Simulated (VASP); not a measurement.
# C (P2_1/m) in VASP: a series of runs

Runs on C. Level: PBE. Tasks: single point.

Program: VASP 6.6.1. These are calculated values, not measurements. Logs are shortened: lines on timing, memory, paths and dates and some standing lists are left out, and cuts for length are marked.

## Step 1: The cell of the first run

The structure is monoclinic, space group P2_1/m (No. 11). Conventional cell: a = 2.548 Å, b = 2.417 Å, c = 6.234 Å, α = 90.00°, β = 90.63°, γ = 90.00°. C (site symmetry m) has 4 C at 1.50 to 1.57 Å within 2.0 Å. C (site symmetry m) has 3 C at 1.40 to 1.46 Å within 1.9 Å. C (site symmetry m) has 3 C at 1.46 to 1.51 Å within 1.9 Å.

## Step 2: Single point, PBE

File INCAR:

```
SYSTEM = C
PREC = Accurate
ENCUT = 520
EDIFF = 1E-6
ISMEAR = 0
SIGMA = 0.1
LREAL = .False.
LASPH = .True.
NELM = 100
ALGO = Normal
ISIF = 2
LWAVE = .False.
LCHARG = .True.
GGA = PE
LELF = .True.
LVHAR = .True.
NBANDS = 21
```

File KPOINTS:

```
Automatic mesh
0
Gamma
  6 8 4
  0 0 0
```

File POSCAR:

```
C
1.0
    2.5475143299      0.0000000000      0.0000000000
    0.0000000000      2.4170747947      0.0000000000
   -0.0690846944      0.0000000000      6.2333880218
C
6
Direct
    0.4998013723      0.2500000000      0.5805055249
    0.9986487885      0.7500000000      0.0567157329
    0.5001986277      0.7500000000      0.4194944751
    0.0013512115      0.2500000000      0.9432842671
    0.9957318310      0.7500000000      0.2910028876
    0.0042681690      0.2500000000      0.7089971124
```

Potentials or basis: VASP PAW PBE potentials, release 64 (C).

Run with:

```bash
$ cat potpaw_PBE.64/C/POTCAR > POTCAR
$ mpirun -np 1 vasp_std > vasp.out
```

OUTCAR:

```text
SYSTEM = C
   PREC = Accurate
   ENCUT = 520
   EDIFF = 1E-6
   ISMEAR = 0
   LREAL = .False.
   LASPH = .True.
   NELM = 100
   ISIF = 2
   GGA = PE

 ion  position               nearest neighbor table
   1  0.500  0.250  0.581-   6 1.50   6 1.51   3 1.57   3 1.57
   2  0.999  0.750  0.057-   4 1.40   4 1.40   5 1.46
   3  0.500  0.750  0.419-   5 1.50   5 1.51   1 1.57   1 1.57
   4  0.001  0.250  0.943-   2 1.40   2 1.40   6 1.46
   5  0.996  0.750  0.291-   2 1.46   3 1.50   3 1.51
   6  0.004  0.250  0.709-   4 1.46   1 1.50   1 1.51

  LATTYP: Found a simple monoclinic cell.
 ALAT       =     2.5475143299
 B/A-ratio  =     0.9487973301
 C/A-ratio  =     2.4470012867
 COS(beta)  =    -0.0110823282

  Lattice vectors:

 A1 = (   2.5475143299,   0.0000000000,   0.0000000000)
 A2 = (   0.0000000000,   2.4170747947,   0.0000000000)
 A3 = (  -0.0690846944,   0.0000000000,   6.2333880218)

Analysis of symmetry for initial positions (statically):
=====================================================================
 Subroutine PRICEL returns:
 Original cell was already a primitive cell.

 Routine SETGRP: Setting up the symmetry group for a
 simple monoclinic supercell.

 Subroutine GETGRP returns: Found  4 space group operations
 (whereof  2 operations were pure point group operations)
 out of a pool of  4 trial point group operations.

The static configuration has the point symmetry S_2 .
 The point group associated with its full space group is C_2h.

Analysis of symmetry for dynamics (positions and initial velocities):
=====================================================================
 Subroutine PRICEL returns:
 Original cell was already a primitive cell.

 Routine SETGRP: Setting up the symmetry group for a
 simple monoclinic supercell.

 Subroutine GETGRP returns: Found  4 space group operations
 (whereof  2 operations were pure point group operations)
 out of a pool of  4 trial point group operations.

The dynamic configuration has the point symmetry S_2 .
 The point group associated with its full space group is C_2h.

 Subroutine INISYM returns: Found  4 space group operations
 (whereof  2 operations are pure point group operations),
 and found     1 'primitive' translations

----------------------------------------------------------------------------------------

                                     Primitive cell

[... 94 lines left out ...]
   LSORBIT =      F    spin-orbit coupling
   LASPH  =      T    aspherical Exc in radial PAW
   ENCUT  =  520.0 eV  38.22 Ry    6.18 a.u.   4.74  4.49 11.59*2*pi/ulx,y,z
   NELM   =    100;   NELMIN=  2; NELMDL= -5     # of ELM steps
   EDIFF  = 0.1E-05   stopping-criterion for ELM
   LREAL  =      F    real-space projection
   EDIFFG = 0.1E-04   stopping-criterion for IOM
   NSW    =      0    number of steps for IOM
   IBRION =     -1    ionic relax: 0-MD 1-quasi-New 2-CG
   NFREE  =      0    steps in history (QN), initial steepest desc. (CG)
   ISIF   =      2    stress and relaxation
   ISYM   =      2    0-nonsym 1-usesym 2-fastsym
   POTIM  = 0.5000    time-step for ionic-motion
   TEBEG  =    0.0;   TEEND  =   0.0 temperature during run
   PSTRESS=    0.0 pullay stress
   NELECT =      24.0000    total number of electrons
   NUPDOWN=      -1.0000    fix difference up-down
   EMIN   =  10.00;   EMAX   =-10.00  energy-range for DOS
   EFERMI =   0.00;   METHOD = LEGACY
   ISMEAR =     0;   SIGMA  =   0.10  broadening in eV -4-tet -1-fermi 0-gaus
   EFERMI_NEDOS =   21; number of points for ismear=-14 and -15
   IALGO  =     38    algorithm
   IMIX   =      4    mixing-type and parameters
     AMIX     =   0.40;   BMIX     =  1.00
     AMIX_MAG =   1.60;   BMIX_MAG =  1.00
  volume/ion in A,a.u.               =       6.40        43.17
  Fermi-wavevector in a.u.,A,eV,Ry     =   1.399915  2.645455 26.664175  1.959762
  Thomas-Fermi vector in A             =   2.522927
   LORBIT       =      0    0 simple, 1 ext, 2 COOP (PROOUT), +10 PAW based schemes
   GGA     = PE    functional components
   LHFCALC =     F    Hartree Fock is set to
   AEXX    =    0.0000 exact exchange contribution
   IVDW    =     0    specifies the selected vdW correction
   LEPSILON=     F    determine dielectric tensor
   LRPA    =     F    only Hartree local field effects (RPA)
 non-spin polarized calculation
 Gauss-broadening in eV      SIGMA  =   0.10
  energy-cutoff  :      520.00
  volume of cell :       38.38
 maximum number of plane-waves:      1069
   NGX =  9   NGY =  9   NGZ = 23

 number of electron      24.0000002 magnetization

 Free energy of the ion-electron system (eV)
  ---------------------------------------------------
  ext. energy  EPLUGINS =         0.00000000
  ---------------------------------------------------
  free energy    TOTEN  =       -51.61606144 eV

  energy without entropy =      -51.61302583  energy(sigma->0) =      -51.61454364

 E-fermi :   8.2176     XC(G=0): -12.5318

 val. band max:        8.1332143583   @ k =   0.0000   0.3750   0.2500
 cond. band min:       8.2461438244   @ k =   0.3333   0.2500   0.5000
 fundamental gap:      0.1129294662
 Fermi energy:         8.2176249491

 k-point     1 :       0.0000    0.0000    0.0000
  band No.  band energies     occupation
      1     -12.6409      2.00000
      2     -10.0995      2.00000
      3      -8.9559      2.00000
      4      -1.6781      2.00000
      5      -1.3029      2.00000
      6       1.8357      2.00000
[... 565 lines left out ...]
     20      20.1939      0.00000
     21      22.3154      0.00000

 [... further k-points ...]
[... 5 lines left out ...]
  --------------------------------------------------------------------------------------
  -------------------------------------------------------------------------------------
  Total        2.3128653      1.2505347      2.2879970      0.0000000      0.0000000      0.3513555
  in kB       96.5450554     52.2005956     95.5069862      0.0000000      0.0000000     14.6664991
  external PRESSURE =      81.4175457 kB  Pullay stress =       0.0000000 kB

 VOLUME and BASIS-vectors are now :
 -----------------------------------------------------------------------------
  energy-cutoff  :      520.00
  volume of cell :       38.38
      direct lattice vectors                 reciprocal lattice vectors
     2.547514330  0.000000000  0.000000000     0.392539499  0.000000000  0.004350519
     0.000000000  2.417074795  0.000000000     0.000000000  0.413723234  0.000000000
    -0.069084694  0.000000000  6.233388022     0.000000000  0.000000000  0.160426400

 POSITION                                       TOTAL-FORCE (eV/Angst)
 -----------------------------------------------------------------------------------
      1.23315      0.60427      3.61852         0.241179      0.000000     -0.495057
      2.54015      1.81281      0.35353        -0.086359      0.000000      0.124119
      1.24528      1.81281      2.61487        -0.241179      0.000000      0.495057
     -0.06172      0.60427      5.87986         0.086359      0.000000     -0.124119
      2.51654      1.81281      1.81393         0.114319      0.000000      0.306159
     -0.03811      0.60427      4.41945        -0.114319     -0.000000     -0.306159
 -----------------------------------------------------------------------------------
    total drift:                                0.000000      0.000000      0.000000

  FREE ENERGIE OF THE ION-ELECTRON SYSTEM (eV)
  ---------------------------------------------------
  free  energy   TOTEN  =       -51.6160614403 eV

  energy  without entropy=      -51.6130258304  energy(sigma->0) =      -51.61454364
```

It took 28 s on 1 thread of Intel Xeon 6975P-C (Granite Rapids), shared host; peak memory 0.15 GiB.

Results:

- Free energy: -51.6161 eV
- Pressure: 8.1 GPa
- Largest force: 0.551 eV/Å
- Band gap on the k mesh: zero (bands 12 and 13 overlap by 5.99 eV)

Forces on the atoms (eV/Å):
```
C    0.241  0.000 -0.495
C   -0.086  0.000  0.124
C   -0.241  0.000  0.495
C    0.086  0.000 -0.124
C    0.114  0.000  0.306
C   -0.114  0.000 -0.306
```

Stress tensor (GPa, compression positive):
```
9.65 0.00 1.47
0.00 5.22 0.00
1.47 0.00 9.55
```

Caveat: the k points lie up to 0.41 Å⁻¹ apart, too coarse for converged energies and pressures of a metal.

## Step 3: Single point, PBE

This run uses another cell than the first one, of 6.53 Å³/atom.

File INCAR:

```
SYSTEM = C
ALGO = Normal
EDIFF = 1E-7
ENCUT = 520
GGA = PE
ISIF = 2
ISMEAR = 0
LASPH = .True.
LCHARG = .True.
LELF = .True.
LREAL = .False.
LVHAR = .True.
LWAVE = .False.
NBANDS = 21
NELM = 100
PREC = Accurate
SIGMA = 0.1
```

File KPOINTS:

```
k-points
0
Gamma
  6 8 4
  0 0 0
```

File POSCAR:

```
C
1.0
    2.5760092116      0.0000000000      0.0137861309
    0.0000000000      2.4263323596      0.0000000000
   -0.0361248238      0.0000000000      6.2642725397
C
6
Direct
    0.5000806401      0.2500000000      0.5785277334
    0.9999175120      0.7500000000      0.0572531816
    0.4999193599      0.7500000000      0.4214722666
    0.0000824880      0.2500000000      0.9427468184
    0.9998190762      0.7500000000      0.2924952610
    0.0001809238      0.2500000000      0.7075047390
```

Potentials or basis: VASP PAW PBE potentials, release 64 (C).

Run with:

```bash
$ cat potpaw_PBE.64/C/POTCAR > POTCAR
$ mpirun -np 1 vasp_std > vasp.out
```

Wall time 27 s (1 thread of Intel Xeon 6975P-C (Granite Rapids), shared host); peak memory 0.15 GiB.

Results (log left out):

* Free energy: -51.6520 eV
* Pressure: 0.7 GPa
* Largest force: 0.031 eV/Å
* Band gap on the k mesh: zero (bands 12 and 13 overlap by 5.86 eV)

Forces in eV/Å, atoms in the order of the input:
```
C   -0.001  0.000  0.011
C   -0.001  0.000  0.002
C    0.001  0.000 -0.011
C    0.001  0.000 -0.002
C    0.000  0.000  0.031
C    0.000  0.000 -0.031
```

Stress tensor (GPa, compression positive):
```
0.47 0.00 0.05
0.00 0.61 0.00
0.05 0.00 1.03
```

Levels at points of the mesh, in eV from the Fermi level:
```
           k point  band 9  band 10  band 11  band 12  band 13  band 14  band 15  band 16
(0.00, 0.00, 0.00)   -3.52    -2.42    -1.99     1.21     4.54     5.02     5.91     7.73
(0.50, 0.00, 0.00)   -4.74    -4.59    -2.06     2.44     3.21     3.74     8.28     8.35
(0.00, 0.50, 0.00)   -4.09    -4.09    -2.07    -2.07     2.60     2.60     7.61     7.61
(0.50, 0.50, 0.00)   -7.72    -7.72    -2.49    -2.49    -2.44    -2.44     7.05     7.05
(0.00, 0.00, 0.50)   -4.19    -3.84    -1.07     2.05     4.39     4.63     5.04     5.55
(0.50, 0.00, 0.50)   -4.61    -4.59    -2.06     2.78     3.78     4.29     6.06     8.74
(0.00, 0.50, 0.50)   -4.09    -4.09    -1.00    -1.00     2.57     2.57     7.54     7.54
(0.50, 0.50, 0.50)   -7.30    -7.30    -3.07    -3.07    -2.21    -2.21     5.83     5.83
```

Caveat: the k points lie up to 0.41 Å⁻¹ apart, too coarse for converged energies and pressures of a metal.
